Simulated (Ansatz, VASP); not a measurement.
## NbRu: VASP beside Ansatz

```
Nb Ru
1.0
     3.16263    0.00000    0.00000
     0.00000    3.16263    0.00000
     0.00000    0.00000    3.16263
Nb Ru
1 1
Direct
  0.00000 0.00000 0.00000
  0.50000 0.50000 0.50000
```

Change from the starting cell: volume scaled by 0.98.

Alike in both runs: task single point; functional PBEsol; k mesh 11 × 11 × 11; occupations fermi-dirac, width 0.03 eV; no spin polarisation.

|  | VASP | Ansatz |
| --- | --- | --- |
| version | VASP 6.6.1 | Ansatz 0.2.0 |
| potentials or method | VASP PAW PBE potentials, release 64 (Nb_sv, Ru_pv), cutoff 520 eV | all-electron LAPW, scalar-relativistic |

|  | VASP | Ansatz | Ansatz less VASP |
| --- | --- | --- | --- |
| pressure (GPa) | -5.7 | -5.5 | +0.23 |

VASP's potentials were made for PBE, not for PBEsol. Ansatz ran all-electron here, and VASP with PAW potentials.
